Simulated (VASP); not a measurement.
# SiB5 (Cmmm) in VASP: further runs, part 2 of 2

VASP 6.6.1. The steps go on from the part before.

## 3. Single point, PBE

This run uses another cell than the first one, of 9.48 Å³/atom, 1.065 times its volume.

Contents of INCAR:

```
ALGO = Normal
EDIFF = 1E-6
ENCUT = 500
GGA = PE
GGA_COMPAT = False
ISIF = 2
ISMEAR = 0
LASPH = True
LCHARG = False
LREAL = False
LWAVE = False
NBANDS = 18
NELM = 120
PREC = Accurate
SIGMA = 0.2
```

Contents of KPOINTS:

```
k-points
0
Gamma
  4 4 5
```

Contents of POSCAR:

```
SiB5
1.0
    2.9473871494     -3.3377143859      0.0000000000
    2.9473871494      3.3377143859      0.0000000000
    0.0000000000      0.0000000000      2.8920405706
Si B
1 5
Direct
    0.0000000000      0.0000000000      0.0000000000
    0.1294315903      0.3789903830      0.5000000000
    0.8705684097      0.6210096170      0.5000000000
    0.3789903830      0.1294315903      0.5000000000
    0.6210096170      0.8705684097      0.5000000000
    0.5000000000      0.5000000000      0.5000000000
```

Potentials or basis: VASP PAW PBE potentials, release 64 (Si, B).

The run is started by

```console
$ cat potpaw_PBE.64/Si/POTCAR potpaw_PBE.64/B/POTCAR > POTCAR
$ mpirun -np 1 vasp_std > vasp.out
```

OUTCAR:

```text
EDIFF = 1E-6
   ENCUT = 500
   GGA = PE
   ISIF = 2
   ISMEAR = 0
   LASPH = True
   LREAL = False
   NELM = 120
   PREC = Accurate

 ion  position               nearest neighbor table
   1  0.000  0.000  0.000-   2 2.24   3 2.24   4 2.24   5 2.24   2 2.24   3 2.24   4 2.24   5 2.24

   2  0.129  0.379  0.500-   4 1.67   6 1.67   3 1.67   1 2.24   1 2.24
   3  0.871  0.621  0.500-   5 1.67   6 1.67   2 1.67   1 2.24   1 2.24
   4  0.379  0.129  0.500-   2 1.67   6 1.67   5 1.67   1 2.24   1 2.24
   5  0.621  0.871  0.500-   3 1.67   6 1.67   4 1.67   1 2.24   1 2.24
   6  0.500  0.500  0.500-   2 1.67   3 1.67   4 1.67   5 1.67

  LATTYP: Found a base centered orthorhombic cell.
 ALAT       =     5.8947742988
 B/A-ratio  =     1.1324316137
 C/A-ratio  =     0.4906109079

  Lattice vectors:

 A1 = (   2.9473871494,  -3.3377143859,   0.0000000000)
 A2 = (   2.9473871494,   3.3377143859,   0.0000000000)
 A3 = (   0.0000000000,   0.0000000000,   2.8920405706)

Analysis of symmetry for initial positions (statically):
=====================================================================
 Subroutine PRICEL returns:
 Original cell was already a primitive cell.

 Routine SETGRP: Setting up the symmetry group for a
 base centered orthorhombic supercell.

 Subroutine GETGRP returns: Found  8 space group operations
 (whereof  8 operations were pure point group operations)
 out of a pool of  8 trial point group operations.

The static configuration has the point symmetry D_2h.

Analysis of symmetry for dynamics (positions and initial velocities):
=====================================================================
 Subroutine PRICEL returns:
 Original cell was already a primitive cell.

 Routine SETGRP: Setting up the symmetry group for a
 base centered orthorhombic supercell.

 Subroutine GETGRP returns: Found  8 space group operations
 (whereof  8 operations were pure point group operations)
 out of a pool of  8 trial point group operations.

The dynamic configuration has the point symmetry D_2h.

 Subroutine INISYM returns: Found  8 space group operations
 (whereof  8 operations are pure point group operations),
 and found     1 'primitive' translations

----------------------------------------------------------------------------------------

                                     Primitive cell

  volume of cell :      56.9011

  direct lattice vectors                    reciprocal lattice vectors
     2.947387149 -3.337714386  0.000000000     0.169641779 -0.149803111  0.000000000
     2.947387149  3.337714386  0.000000000     0.169641779  0.149803111  0.000000000
     0.000000000  0.000000000  2.892040571     0.000000000  0.000000000  0.345776615

  length of vectors
     4.452800055  4.452800055  2.892040571     0.226316825  0.226316825  0.345776615

  position of ions in fractional coordinates (direct lattice)
     0.000000000  0.000000000  0.000000000
     0.129431590  0.378990383  0.500000000
     0.870568410  0.621009617  0.500000000
     0.378990383  0.129431590  0.500000000
     0.621009617  0.870568410  0.500000000
     0.500000000  0.500000000  0.500000000
[... 33 lines left out ...]

 Found     21 irreducible k-points:

 Following reciprocal coordinates:
            Coordinates               Weight
  0.000000  0.000000  0.000000      1.000000
  0.250000  0.000000  0.000000      4.000000
  0.500000  0.000000  0.000000      2.000000
  0.250000  0.250000  0.000000      2.000000
  0.500000  0.250000  0.000000      4.000000
 -0.250000  0.250000  0.000000      2.000000
[... 13 lines left out ...]
 -0.250000  0.250000  0.400000      4.000000
  0.500000  0.500000  0.400000      2.000000
   k-points           NKPTS =     21   k-points in BZ     NKDIM =     21   number of bands    NBANDS=     18
   number of dos      NEDOS =    301   number of ions     NIONS =      6
   total plane-waves  NPLWV =  24576
   dimension x,y,z NGX =    32 NGY =   32 NGZ =   24
   dimension x,y,z NGXF=    64 NGYF=   64 NGZF=   48
   ions per type =               1   5
   NGX,Y,Z   is equivalent  to a cutoff of  11.95, 11.95, 13.80 a.u.
   NGXF,Y,Z  is equivalent  to a cutoff of  23.89, 23.89, 27.59 a.u.
 SYSTEM =  unknown system
   PREC   = accura    normal or accurate (medium, high low for compatibility)
   ISTART =      0    job   : 0-new  1-cont  2-samecut
   ICHARG =      2    charge: 1-file 2-atom 10-const
   ISPIN  =      1    spin polarized calculation?
   LNONCOLLINEAR =      F non collinear calculations
   LSORBIT =      F    spin-orbit coupling
   LASPH  =      T    aspherical Exc in radial PAW
   ENCUT  =  500.0 eV  36.75 Ry    6.06 a.u.   8.12  8.12  5.27*2*pi/ulx,y,z
   NELM   =    120;   NELMIN=  2; NELMDL= -5     # of ELM steps
   EDIFF  = 0.1E-05   stopping-criterion for ELM
   LREAL  =      F    real-space projection
   EDIFFG = 0.1E-04   stopping-criterion for IOM
   NSW    =      0    number of steps for IOM
   IBRION =     -1    ionic relax: 0-MD 1-quasi-New 2-CG
   NFREE  =      0    steps in history (QN), initial steepest desc. (CG)
   ISIF   =      2    stress and relaxation
   ISYM   =      2    0-nonsym 1-usesym 2-fastsym
   POTIM  = 0.5000    time-step for ionic-motion
   TEBEG  =    0.0;   TEEND  =   0.0 temperature during run
   PSTRESS=    0.0 pullay stress
   NELECT =      19.0000    total number of electrons
   NUPDOWN=      -1.0000    fix difference up-down
   EMIN   =  10.00;   EMAX   =-10.00  energy-range for DOS
   EFERMI =   0.00;   METHOD = LEGACY
   ISMEAR =     0;   SIGMA  =   0.20  broadening in eV -4-tet -1-fermi 0-gaus
   EFERMI_NEDOS =   21; number of points for ismear=-14 and -15
   IALGO  =     38    algorithm
   IMIX   =      4    mixing-type and parameters
     AMIX     =   0.40;   BMIX     =  1.00
     AMIX_MAG =   1.60;   BMIX_MAG =  1.00
  volume/ion in A,a.u.               =       9.48        64.00
  Fermi-wavevector in a.u.,A,eV,Ry     =   1.135758  2.146271 17.550783  1.289946
  Thomas-Fermi vector in A             =   2.272463
   LORBIT       =      0    0 simple, 1 ext, 2 COOP (PROOUT), +10 PAW based schemes
   GGA     = PE    functional components
   LHFCALC =     F    Hartree Fock is set to
   AEXX    =    0.0000 exact exchange contribution
   IVDW    =     0    specifies the selected vdW correction
   LEPSILON=     F    determine dielectric tensor
   LRPA    =     F    only Hartree local field effects (RPA)
 non-spin polarized calculation
 Gauss-broadening in eV      SIGMA  =   0.20
  energy-cutoff  :      500.00
  volume of cell :       56.90
 maximum number of plane-waves:      1455
   NGX = 17   NGY = 17   NGZ = 11

 number of electron      19.0000000 magnetization

 Free energy of the ion-electron system (eV)
  ---------------------------------------------------
  ext. energy  EPLUGINS =         0.00000000
  ---------------------------------------------------
  free energy    TOTEN  =       -35.03522657 eV

  energy without entropy =      -35.00751122  energy(sigma->0) =      -35.02136890

 E-fermi :   5.6406     XC(G=0): -10.9650

 val. band max:        5.5828145018   @ k =   0.5000   0.0000   0.0000
 cond. band min:       5.7147287773   @ k =   0.2500   0.0000   0.4000
 fundamental gap:      0.1319142756
 Fermi energy:         5.6405925220

 k-point     1 :       0.0000    0.0000    0.0000
  band No.  band energies     occupation
      1      -8.6129      2.00000
      2      -4.8252      2.00000
      3      -2.6821      2.00000
      4      -1.3737      2.00000
      5       0.6088      2.00000
      6       0.6652      2.00000
[... 418 lines left out ...]
      5      -0.6444      2.00000
      6       0.4224      2.00000
[... 10 lines left out ...]
     17      13.9496      0.00000
     18      14.2237      0.00000

------------------------ aborting loop because EDIFF is reached ----------------------------------------

  FORCE on cell =-STRESS in cart. coord.  units (eV):
  Direction    XX          YY          ZZ          XY          YZ          ZX
  --------------------------------------------------------------------------------------
  -------------------------------------------------------------------------------------
  Total        0.0436893      0.0769312     -0.0153895      0.0000000      0.0000000      0.0000000
  in kB        1.2301692      2.1661686     -0.4333261      0.0000000      0.0000000      0.0000000
  external PRESSURE =       0.9876706 kB  Pullay stress =       0.0000000 kB

 VOLUME and BASIS-vectors are now :
 -----------------------------------------------------------------------------
  energy-cutoff  :      500.00
  volume of cell :       56.90
      direct lattice vectors                 reciprocal lattice vectors
     2.947387149 -3.337714386  0.000000000     0.169641779 -0.149803111  0.000000000
     2.947387149  3.337714386  0.000000000     0.169641779  0.149803111  0.000000000
     0.000000000  0.000000000  2.892040571     0.000000000  0.000000000  0.345776615

 POSITION                                       TOTAL-FORCE (eV/Angst)
 -----------------------------------------------------------------------------------
      0.00000      0.00000      0.00000        -0.000000     -0.000000      0.000000
      1.49852      0.83296      1.44602        -0.013079      0.024317      0.000000
      4.39626     -0.83296      1.44602         0.013079     -0.024317     -0.000000
      1.49852     -0.83296      1.44602        -0.013079     -0.024317     -0.000000
      4.39626      0.83296      1.44602         0.013079      0.024317      0.000000
      2.94739      0.00000      1.44602        -0.000000     -0.000000      0.000000
 -----------------------------------------------------------------------------------
    total drift:                                0.000000     -0.000000     -0.000000

  FREE ENERGIE OF THE ION-ELECTRON SYSTEM (eV)
  ---------------------------------------------------
  free  energy   TOTEN  =       -35.0352265709 eV

  energy  without entropy=      -35.0075112230  energy(sigma->0) =      -35.02136890
```

stdout:

```text
POSCAR found type information on POSCAR SiB
 POSCAR found :  2 types and       6 ions
 scaLAPACK will be used
 LDA part: xc-table for (Slater+PW92), standard interpolation
 POSCAR, INCAR and KPOINTS ok, starting setup
 FFT: planning ... GRIDC
 FFT: planning ... GRID_SOFT
 FFT: planning ... GRID
 WAVECAR not read
 entering main loop
```

Run time: 6.8 s. Hardware: 1 thread of Intel Xeon 6975P-C (Granite Rapids), shared host; peak memory 0.16 GiB.

What came out:

```
Free energy   : -35.0352 eV
Pressure      : 0.1 GPa
Largest force : 0.028 eV/Å
```

Forces in eV/Å, atoms in the order of the input:
```
Si   0.000  0.000  0.000
B   -0.013  0.024  0.000
B    0.013 -0.024  0.000
B   -0.013 -0.024  0.000
B    0.013  0.024  0.000
B    0.000  0.000  0.000
```

Caveat: the k points lie up to 0.43 Å⁻¹ apart.
